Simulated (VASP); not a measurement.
Input of a VASP 6.6.1 run:

INCAR

```
PREC = Accurate
ENCUT = 520
EDIFF = 1E-6
ISMEAR = -1
SIGMA = 0.1
LREAL = False
LASPH = True
NELM = 100
ALGO = Normal
ISIF = 2
LWAVE = False
LCHARG = True
GGA = PS
LELF = True
LVHAR = True
NBANDS = 18
```

The input KPOINTS:

```
Automatic mesh
0
Gamma
  11 11 6
```

Contents of POSCAR:

```
La
1.0
    3.7551337254      0.0000000000      0.0000000000
   -1.8775668627      3.2520412009      0.0000000000
    0.0000000000      0.0000000000      6.1344737462
La
2
Direct
    0.3333333333      0.6666666667      0.2500000000
    0.6666666667      0.3333333333      0.7500000000
```

Potentials or basis: VASP PAW PBE potentials, release 64 (La).

The run is started by

```sh
$ cat potpaw_PBE.64/La/POTCAR > POTCAR
$ mpirun -np 1 vasp_std > vasp.out
```

(1) Estimate the band gap on the k mesh.

(2) What does it give for the pressure?

Results:

(1) zero (bands 11 and 12 overlap by 1.46 eV).

(2) -1.9 GPa.

Caveat: the PAW data sets were made with another functional, which shifts forces and pressure a little; spin-orbit coupling is left out, which moves the levels of the heavy elements.
